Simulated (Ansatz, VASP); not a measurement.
# Fe in VASP and in Ansatz

```xyz
1
Lattice="0.0000 1.9417 2.0241 1.4984 0.0000 2.0241 1.4984 1.9417 0.0000" Properties=species:S:1:pos:R:3 pbc="T T T"
Fe    0.0000    0.0000    0.0000
```

Change from the starting cell: zz strain of +3 %, crystal datasets.

Alike in both runs: task electric field gradients; functional PBE; k mesh 16 × 16 × 16; occupations fermi-dirac, width 0.05 eV; collinear spin.

|  | VASP | Ansatz |
| --- | --- | --- |
| version | VASP 6.6.1 | Ansatz 0.2.0 |
| potentials or method | VASP PAW PBE potentials, release 64 (Fe), cutoff 520 eV | all-electron PAW with datasets made for the crystal, scalar-relativistic |

Ansatz gave:

- pressure (GPa): -5.4
- traceless stress, the component that is largest in VASP (GPa): 4.88
- net moment per atom (μB): 2.26
- size of the moment on the site where the two differ most (μB): 2.31
- size of Vzz on the site where it differs most (V/Å²): 5.6

Q: Which values does VASP return?

A: Pressure (GPa): -5.1; traceless stress, the component that is largest in VASP (GPa): 4.64; net moment per atom (μB): 2.29; size of the moment on the site where the two differ most (μB): 2.29; size of Vzz on the site where it differs most (V/Å²): 4.8.

Site moments also hang on the region over which each program counts them. Ansatz ran all-electron here, and VASP with PAW potentials. Ansatz's warnings: printed levels off.
